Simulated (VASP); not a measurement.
# ZnS (x) (P6_3mc) in VASP: further runs

Runs on ZnS (x). Level: PBEsol. Tasks: single point.

Program: VASP 6.6.1. These are calculated values, not measurements. Logs are shortened: lines on timing, memory, paths and dates and some standing lists are left out, and cuts for length are marked.

**1. The cell of the first run**

It takes space group P6_3mc (No. 186, hexagonal). The conventional cell has a = 3.823 Å, b = 3.823 Å, c = 6.261 Å, α = 90.00°, β = 90.00°, γ = 120.00°. Zn (site symmetry 3m) has 4 S at 2.34 to 2.35 Å within 3.1 Å. S (site symmetry 3m) has 4 Zn at 2.34 to 2.35 Å within 3.1 Å.

**2. Single point, PBEsol**

The input, INCAR:

```
SYSTEM = ZnS
  PREC = Accurate
  ENCUT = 520
  EDIFF = 1E-7
  ISMEAR = 0
  SIGMA = 0.01
  LREAL = .FALSE.
  LASPH = .TRUE.
  NELM = 60
  ALGO = Normal
  ISIF = 2
  LWAVE = .FALSE.
  LCHARG = .FALSE.
  GGA = PS
  NBANDS = 26
```

The input, KPOINTS:

```
Automatic mesh
0
G
  9 9 6
  0 0 0
```

The input, POSCAR:

```
ZnS
1.0
    3.8230000000      0.0000000000      0.0000000000
   -1.9115000000      3.3108151187      0.0000000000
    0.0000000000      0.0000000000      6.2610000000
Zn S
2 2
Direct
    0.3333333333      0.6666666667      0.0001296852
    0.6666666667      0.3333333333      0.5001296852
    0.3333333333      0.6666666667      0.3748703148
    0.6666666667      0.3333333333      0.8748703148
```

Potentials or basis: VASP PAW PBE potentials, release 64 (Zn, S).

The run is started by

```bash
$ cat potpaw_PBE.64/Zn/POTCAR potpaw_PBE.64/S/POTCAR > POTCAR
$ mpirun -np 1 vasp_std > vasp.out
```

OUTCAR:

```text
SYSTEM = ZnS
   PREC = Accurate
   ENCUT = 520
   EDIFF = 1E-7
   ISMEAR = 0
   LREAL = .FALSE.
   LASPH = .TRUE.
   NELM = 60
   ISIF = 2
   GGA = PS

 ion  position               nearest neighbor table
   1  0.333  0.667  0.000-   4 2.34   4 2.34   4 2.34   3 2.35
   2  0.667  0.333  0.500-   3 2.34   3 2.34   3 2.34   4 2.35
   3  0.333  0.667  0.375-   2 2.34   2 2.34   2 2.34   1 2.35
   4  0.667  0.333  0.875-   1 2.34   1 2.34   1 2.34   2 2.35

  LATTYP: Found a hexagonal cell.
 ALAT       =     3.8230000000
 C/A-ratio  =     1.6377190688

  Lattice vectors:

 A1 = (   3.8230000000,   0.0000000000,   0.0000000000)
 A2 = (  -1.9115000000,   3.3108151187,   0.0000000000)
 A3 = (   0.0000000000,   0.0000000000,   6.2610000000)

Analysis of symmetry for initial positions (statically):
=====================================================================
 Subroutine PRICEL returns:
 Original cell was already a primitive cell.

 Routine SETGRP: Setting up the symmetry group for a
 hexagonal supercell.

 Subroutine GETGRP returns: Found 12 space group operations
 (whereof  6 operations were pure point group operations)
 out of a pool of 24 trial point group operations.

The static configuration has the point symmetry C_3v.
 The point group associated with its full space group is C_6v.

Analysis of symmetry for dynamics (positions and initial velocities):
=====================================================================
 Subroutine PRICEL returns:
 Original cell was already a primitive cell.

 Routine SETGRP: Setting up the symmetry group for a
 hexagonal supercell.

 Subroutine GETGRP returns: Found 12 space group operations
 (whereof  6 operations were pure point group operations)
 out of a pool of 24 trial point group operations.

The dynamic configuration has the point symmetry C_3v.
 The point group associated with its full space group is C_6v.

 Subroutine INISYM returns: Found 12 space group operations
 (whereof  6 operations are pure point group operations),
 and found     1 'primitive' translations

----------------------------------------------------------------------------------------

                                     Primitive cell

  volume of cell :      79.2470

  direct lattice vectors                    reciprocal lattice vectors
     3.823000000  0.000000000  0.000000000     0.261574680  0.151020212  0.000000000
    -1.911500000  3.310815119  0.000000000     0.000000000  0.302040423  0.000000000
     0.000000000  0.000000000  6.261000000     0.000000000  0.000000000  0.159718895

  length of vectors
     3.823000000  3.823000000  6.261000000     0.302040423  0.302040423  0.159718895

  position of ions in fractional coordinates (direct lattice)
     0.333333333  0.666666667  0.000129685
     0.666666667  0.333333333  0.500129685
     0.333333333  0.666666667  0.374870315
     0.666666667  0.333333333  0.874870315

  ion indices of the primitive-cell ions
   primitive index   ion index
                 1           1
                 2           2
                 3           3
                 4           4

----------------------------------------------------------------------------------------

 KPOINTS: Automatic mesh

Automatic generation of k-mesh.
 Grid dimensions read from file:
 generate k-points for:    9    9    6

 Generating k-lattice:

  Cartesian coordinates                     Fractional coordinates (reciprocal lattice)
     0.029063853  0.016780024  0.000000000     0.111111111  0.000000000  0.000000000
     0.000000000  0.033560047  0.000000000     0.000000000  0.111111111  0.000000000
     0.000000000  0.000000000  0.026619816     0.000000000  0.000000000  0.166666667

  Length of vectors
     0.033560047  0.033560047  0.026619816

  Shift w.r.t. Gamma in fractional coordinates (k-lattice)
     0.000000000  0.000000000  0.000000000

 Subroutine IBZKPT returns following result:
 ===========================================

 Found     48 irreducible k-points:

 Following reciprocal coordinates:
            Coordinates               Weight
  0.000000  0.000000  0.000000      1.000000
  0.111111 -0.000000  0.000000      6.000000
  0.222222 -0.000000  0.000000      6.000000
  0.333333 -0.000000  0.000000      6.000000
  0.444444 -0.000000  0.000000      6.000000
  0.111111  0.111111  0.000000      6.000000
[... 16 lines left out ...]
  0.333333  0.222222  0.166667     24.000000
  0.333333  0.333333  0.166667      4.000000
 [... further k-points ...]
   k-points           NKPTS =     48   k-points in BZ     NKDIM =     48   number of bands    NBANDS=     26
   number of dos      NEDOS =    301   number of ions     NIONS =      4
   total plane-waves  NPLWV =  37632
   dimension x,y,z NGX =    28 NGY =   28 NGZ =   48
   dimension x,y,z NGXF=    56 NGYF=   56 NGZF=   96
   ions per type =               2   2
   NGX,Y,Z   is equivalent  to a cutoff of  12.18, 12.18, 12.75 a.u.
[... 58 lines left out ...]

 E-fermi :   2.0309     XC(G=0):  -9.8221

 val. band max:        1.9899011883   @ k =   0.0000   0.0000   0.0000
 cond. band min:       4.0234795964   @ k =   0.0000   0.0000   0.0000
 fundamental gap:      2.0335784082
 Fermi energy:         2.0309113660

 k-point     1 :       0.0000    0.0000    0.0000
  band No.  band energies     occupation
      1     -11.1586      2.00000
      2     -10.2150      2.00000
      3      -4.3667      2.00000
      4      -4.3545      2.00000
      5      -4.3545      2.00000
      6      -4.2740      2.00000
[... 18 lines left out ...]
     25       9.6000      0.00000
     26      11.0601      0.00000

 k-point     2 :       0.1111   -0.0000    0.0000
  band No.  band energies     occupation
      1     -11.0751      2.00000
      2     -10.1685      2.00000
      3      -4.3652      2.00000
      4      -4.3459      2.00000
      5      -4.3381      2.00000
      6      -4.2655      2.00000
[... 18 lines left out ...]
     25       9.9735      0.00000
     26      10.5610      0.00000

 k-point     3 :       0.2222   -0.0000    0.0000
  band No.  band energies     occupation
      1     -10.8452      2.00000
      2     -10.0536      2.00000
      3      -4.3720      2.00000
      4      -4.3126      2.00000
      5      -4.3008      2.00000
      6      -4.2238      2.00000
[... 18 lines left out ...]
     25      10.1021      0.00000
     26      10.8032      0.00000

 k-point     4 :       0.3333   -0.0000    0.0000
  band No.  band energies     occupation
      1     -10.5355      2.00000
      2      -9.9398      2.00000
      3      -4.3612      2.00000
      4      -4.2720      2.00000
      5      -4.2682      2.00000
      6      -4.1271      2.00000
[... 18 lines left out ...]
     25      10.5315      0.00000
     26      11.5525      0.00000

 k-point     5 :       0.4444   -0.0000    0.0000
  band No.  band energies     occupation
      1     -10.2752      2.00000
      2      -9.9022      2.00000
      3      -4.3477      2.00000
      4      -4.2536      2.00000
      5      -4.1818      2.00000
      6      -4.0733      2.00000
[... 18 lines left out ...]
     25      10.8748      0.00000
     26      13.0460      0.00000

 k-point     6 :       0.1111    0.1111    0.0000
  band No.  band energies     occupation
      1     -10.9181      2.00000
      2     -10.0876      2.00000
      3      -4.3634      2.00000
      4      -4.3186      2.00000
      5      -4.3186      2.00000
      6      -4.2464      2.00000
[... 427 lines left out ...]
 k-point    21 :       0.4444    0.1111    0.1667
  band No.  band energies     occupation
      1     -10.1728      2.00000
      2      -9.9209      2.00000
      3      -4.3372      2.00000
      4      -4.2431      2.00000
      5      -4.1666      2.00000
      6      -4.0826      2.00000
[... 18 lines left out ...]
     25      11.1452      0.00000
     26      12.8112      0.00000

 k-point    22 :       0.2222    0.2222    0.1667
  band No.  band energies     occupation
      1     -10.3467      2.00000
      2      -9.9351      2.00000
      3      -4.3089      2.00000
      4      -4.2707      2.00000
      5      -4.1950      2.00000
      6      -4.1516      2.00000
[... 18 lines left out ...]
     25      10.3516      0.00000
     26      11.3043      0.00000

 k-point    23 :       0.3333    0.2222    0.1667
  band No.  band energies     occupation
      1     -10.1265      2.00000
      2      -9.9192      2.00000
      3      -4.3181      2.00000
      4      -4.2218      2.00000
      5      -4.1388      2.00000
      6      -4.0684      2.00000
[... 18 lines left out ...]
     25      11.0931      0.00000
     26      11.8888      0.00000

 k-point    24 :       0.3333    0.3333    0.1667
  band No.  band energies     occupation
      1      -9.9821      2.00000
      2      -9.9821      2.00000
      3      -4.3206      2.00000
      4      -4.1656      2.00000
      5      -4.1656      2.00000
      6      -4.0487      2.00000
[... 18 lines left out ...]
     25      11.9171      0.00000
     26      11.9672      0.00000

 [... further k-points ...]
[... 5 lines left out ...]
  --------------------------------------------------------------------------------------
  -------------------------------------------------------------------------------------
  Total       -1.0187647     -1.0187647     -0.9536751      0.0000000      0.0000000      0.0000000
  in kB      -20.5968850    -20.5968850    -19.2809349      0.0000000      0.0000000      0.0000000
  external PRESSURE =     -20.1582350 kB  Pullay stress =       0.0000000 kB

 VOLUME and BASIS-vectors are now :
 -----------------------------------------------------------------------------
  energy-cutoff  :      520.00
  volume of cell :       79.25
      direct lattice vectors                 reciprocal lattice vectors
     3.823000000  0.000000000  0.000000000     0.261574680  0.151020212  0.000000000
    -1.911500000  3.310815119  0.000000000     0.000000000  0.302040423  0.000000000
     0.000000000  0.000000000  6.261000000     0.000000000  0.000000000  0.159718895

 POSITION                                       TOTAL-FORCE (eV/Angst)
 -----------------------------------------------------------------------------------
     -0.00000      2.20721      0.00081        -0.000000      0.000000      0.000355
      1.91150      1.10361      3.13131         0.000000     -0.000000      0.000355
     -0.00000      2.20721      2.34706         0.000000      0.000000     -0.000355
      1.91150      1.10361      5.47756         0.000000      0.000000     -0.000355
 -----------------------------------------------------------------------------------
    total drift:                               -0.000000     -0.000000     -0.000575

  FREE ENERGIE OF THE ION-ELECTRON SYSTEM (eV)
  ---------------------------------------------------
  free  energy   TOTEN  =       -15.1540034082 eV

  energy  without entropy=      -15.1540034082  energy(sigma->0) =      -15.15400341
```

It took 37 s on 1 thread of Intel Xeon 6975P-C (Granite Rapids), shared host; peak memory 0.23 GiB.

Results:

```
Free energy            : -15.1540 eV
Pressure               : -2.0 GPa
Band gap on the k mesh : 2.03 eV, direct
```

Levels at points of the mesh, in eV from the valence-band top:
```
           k point  band 15  band 16  band 17  band 18  band 19  band 20  band 21  band 22
(0.00, 0.00, 0.00)    -0.90    -0.07     0.00     0.00     2.03     2.96     6.22     6.22
(0.00, 0.00, 0.50)    -0.47    -0.47    -0.47    -0.47     3.42     3.42     6.68     6.68
```

Caveat: the PAW data sets were made with another functional, which shifts forces and pressure a little.

**3. Single point, PBEsol**

The input, INCAR:

```
ALGO     = Normal         # electronic algorithm
EDIFF    = 1E-7           # SCF threshold, eV
ENCUT    = 520            # plane-wave cutoff, eV
GGA      = PS             # functional
ISIF     = 2              # what is computed and relaxed
ISMEAR   = 0              # smearing method
LASPH    = True           # aspherical terms in the spheres
LCHARG   = False          # write CHGCAR
LREAL    = False          # projectors in reciprocal space
LWAVE    = False          # write WAVECAR
NBANDS   = 26             # bands
NELM     = 100            # most SCF steps
PREC     = Accurate       # precision mode
SIGMA    = 0.01           # smearing width, eV
```

The input, KPOINTS:

```
k-points
0
Gamma
  9 9 6
```

The input, POSCAR:

```
ZnS
1.0
    3.8230000000      0.0000000000      0.0000000000
   -1.9115000000      3.3108151187      0.0000000000
    0.0000000000      0.0000000000      6.2610000000
Zn S
2 2
Direct
    0.3333333333      0.6666666667     -0.0092647676
    0.6666666667      0.3333333333      0.4907352324
    0.3333333333      0.6666666667      0.3842647676
    0.6666666667      0.3333333333      0.8842647676
```

Potentials or basis: VASP PAW PBE potentials, release 64 (Zn, S).

The run is started by

```bash
$ cat potpaw_PBE.64/Zn/POTCAR potpaw_PBE.64/S/POTCAR > POTCAR
$ mpirun -np 1 vasp_std > vasp.out
```

Run time: 43 s. Hardware: 1 thread of Intel Xeon 6975P-C (Granite Rapids), shared host; peak memory 0.23 GiB.

The run converged. Its results:

```
Free energy            : -15.0912 eV
Pressure               : -1.5 GPa
Largest force          : 0.484 eV/Å
Band gap on the k mesh : 2.06 eV, direct
```

Forces on the atoms (eV/Å):
```
Zn   0.000  0.000  0.484
Zn   0.000  0.000  0.484
S    0.000  0.000 -0.484
S    0.000  0.000 -0.484
```

Stress tensor (GPa, compression positive):
```
-0.53  0.00  0.00
 0.00 -0.53  0.00
 0.00  0.00 -3.60
```

Levels at points of the mesh, in eV from the valence-band top:
```tsv
k point	band 16	band 17	band 18	band 19	band 20	band 21
(0.00, 0.00, 0.00)	-0.06	-0.06	0.00	2.06	2.76	6.18
(0.00, 0.00, 0.50)	-0.48	-0.48	-0.48	3.30	3.30	6.59
```

Caveat: the PAW data sets were made with another functional, which shifts forces and pressure a little. Expect the measured gap to be larger: semilocal functionals such as PBEsol lack the derivative discontinuity.

**4. Single point, PBEsol**

The input, INCAR:

```
PREC     = Accurate       # precision mode
ENCUT    = 520            # plane-wave cutoff, eV
EDIFF    = 1E-6           # SCF threshold, eV
ISMEAR   = 0              # smearing method
SIGMA    = 0.01           # smearing width, eV
LREAL    = False          # projectors in reciprocal space
LASPH    = True           # aspherical terms in the spheres
NELM     = 100            # most SCF steps
ALGO     = Normal         # electronic algorithm
ISIF     = 2              # what is computed and relaxed
LWAVE    = False          # write WAVECAR
LCHARG   = False          # write CHGCAR
GGA      = PS             # functional
NBANDS   = 26             # bands
```

The input, KPOINTS:

```
regular mesh
0
Gamma
  9 9 6
```

The input, POSCAR:

```
ZnS
1.0
    3.8230000000      0.0000000000      0.0000000000
   -1.9115000000      3.3108151187      0.0000000000
    0.0000000000      0.0000000000      6.2610000000
Zn S
2 2
Direct
    0.3333333333      0.6666666667     -0.0186592204
    0.6666666667      0.3333333333      0.4813407796
    0.3333333333      0.6666666667      0.3936592204
    0.6666666667      0.3333333333      0.8936592204
```

The run is started by

```bash
$ cat potpaw_PBE.64/Zn/POTCAR potpaw_PBE.64/S/POTCAR > POTCAR
$ mpirun -np 1 vasp_std > vasp.out
```

It took 36 s on 1 thread of Intel Xeon 6975P-C (Granite Rapids), shared host; peak memory 0.23 GiB.

The run converged. Its results:

- Free energy: -14.9458 eV
- Pressure: -0.5 GPa
- Largest force: 0.717 eV/Å
- Band gap on the k mesh: 2.10 eV, direct

Forces in eV/Å, atoms in the order of the input:
```
Zn   0.000  0.000  0.717
Zn   0.000  0.000  0.717
S    0.000  0.000 -0.717
S    0.000  0.000 -0.717
```

Stress tensor (GPa, compression positive):
```
 1.09  0.00  0.00
 0.00  1.09  0.00
 0.00  0.00 -3.79
```

Levels at points of the mesh, in eV from the valence-band top:
| k point | band 14 | band 15 | band 16 | band 17 | band 18 | band 19 | band 20 | band 21 | band 22 | band 23 |
| --- | --- | --- | --- | --- | --- | --- | --- | --- | --- | --- |
| (0.00, 0.00, 0.00) | -0.84 | -0.84 | -0.13 | -0.13 | 0.00 | 2.10 | 2.58 | 6.13 | 6.13 | 6.66 |
| (0.00, 0.00, 0.50) | -2.63 | -0.49 | -0.49 | -0.49 | -0.49 | 3.18 | 3.18 | 6.51 | 6.51 | 6.51 |

Caveat: the PAW data sets were made with another functional, which shifts forces and pressure a little. A k mesh can miss the band edges.

**5. Single point, PBEsol**

The input, INCAR:

```
SYSTEM = ZnS
  ALGO = Normal
  EDIFF = 1E-6
  ENCUT = 520
  GGA = PS
  ISIF = 2
  ISMEAR = 0
  LASPH = .True.
  LCHARG = .False.
  LREAL = .False.
  LWAVE = .False.
  NBANDS = 26
  NELM = 100
  PREC = Accurate
  SIGMA = 0.01
```

The input, KPOINTS:

```
k-points
0
Gamma
  9 9 6
  0 0 0
```

The input, POSCAR:

```
ZnS
1.0
    3.8230000000      0.0000000000      0.0000000000
   -1.9115000000      3.3108151187      0.0000000000
    0.0000000000      0.0000000000      6.2610000000
Zn S
2 2
Direct
    0.3333333333      0.6666666667     -0.0280536731
    0.6666666667      0.3333333333      0.4719463269
    0.3333333333      0.6666666667      0.4030536731
    0.6666666667      0.3333333333      0.9030536731
```

The run is started by

```bash
$ cat potpaw_PBE.64/Zn/POTCAR potpaw_PBE.64/S/POTCAR > POTCAR
$ mpirun -np 1 vasp_std > vasp.out
```

Run time: 36 s. Hardware: 1 thread of Intel Xeon 6975P-C (Granite Rapids), shared host; peak memory 0.22 GiB.

The run converged. Its results:

- Free energy: -14.7685 eV
- Pressure: 0.6 GPa
- Largest force: 0.764 eV/Å
- Band gap on the k mesh: 2.19 eV, direct

Forces on the atoms (eV/Å):
```
Zn   0.000  0.000  0.764
Zn   0.000  0.000  0.764
S    0.000  0.000 -0.764
S    0.000  0.000 -0.764
```

Stress tensor (GPa, compression positive):
```
 2.61  0.00  0.00
 0.00  2.61  0.00
 0.00  0.00 -3.27
```

Levels at points of the mesh, in eV from the valence-band top:
```csv
k point,band 14,band 15,band 16,band 17,band 18,band 19,band 20,band 21,band 22,band 23
"(0.00, 0.00, 0.00)",-0.78,-0.78,-0.13,-0.13,0.00,2.19,2.47,6.13,6.13,7.00
"(0.00, 0.00, 0.50)",-2.50,-0.46,-0.46,-0.46,-0.46,3.12,3.12,6.48,6.48,6.48
```

Caveat: the PAW data sets were made with another functional, which shifts forces and pressure a little. A k mesh can miss the band edges.

**6. Single point, PBEsol**

The input, INCAR:

```
  PREC = Accurate
  ENCUT = 520
  EDIFF = 1E-7
  ISMEAR = 0
  SIGMA = 0.01
  LREAL = F
  LASPH = T
  NELM = 60
  ALGO = Normal
  ISIF = 2
  LWAVE = F
  LCHARG = F
  GGA = PS
  NBANDS = 26
```

The input, KPOINTS:

```
regular mesh
0
Gamma
  9 9 6
```

The input, POSCAR:

```
ZnS
1.0
    3.8230000000      0.0000000000      0.0000000000
   -1.9115000000      3.3108151187      0.0000000000
    0.0000000000      0.0000000000      6.2610000000
Zn S
2 2
Direct
    0.3333333333      0.6666666667     -0.0374481259
    0.6666666667      0.3333333333      0.4625518741
    0.3333333333      0.6666666667      0.4124481259
    0.6666666667      0.3333333333      0.9124481259
```

Potentials or basis: VASP PAW PBE potentials, release 64 (Zn, S).

The run is started by

```bash
$ cat potpaw_PBE.64/Zn/POTCAR potpaw_PBE.64/S/POTCAR > POTCAR
$ mpirun -np 1 vasp_std > vasp.out
```

Run time: 40 s. Hardware: 1 thread of Intel Xeon 6975P-C (Granite Rapids), shared host; peak memory 0.22 GiB.

The run converged. Its results:

| Property | Result |
| --- | --- |
| Free energy | -14.5974 eV |
| Pressure | 1.8 GPa |
| Largest force | 0.670 eV/Å |
| Band gap on the k mesh | 2.30 eV, direct |

Forces in eV/Å, atoms in the order of the input:
```
Zn   0.000  0.000  0.670
Zn   0.000  0.000  0.670
S    0.000  0.000 -0.670
S    0.000  0.000 -0.670
```

Stress tensor (GPa, compression positive):
```
 3.90  0.00  0.00
 0.00  3.90  0.00
 0.00  0.00 -2.53
```

Levels at points of the mesh, in eV from the valence-band top:
| k point | band 16 | band 17 | band 18 | band 19 | band 20 | band 21 |
| --- | --- | --- | --- | --- | --- | --- |
| (0.00, 0.00, 0.00) | -0.11 | -0.11 | 0.00 | 2.30 | 2.42 | 6.16 |
| (0.00, 0.00, 0.50) | -0.41 | -0.41 | -0.41 | 3.10 | 3.10 | 6.49 |

Caveat: the PAW data sets were made with another functional, which shifts forces and pressure a little. A k mesh can miss the band edges.
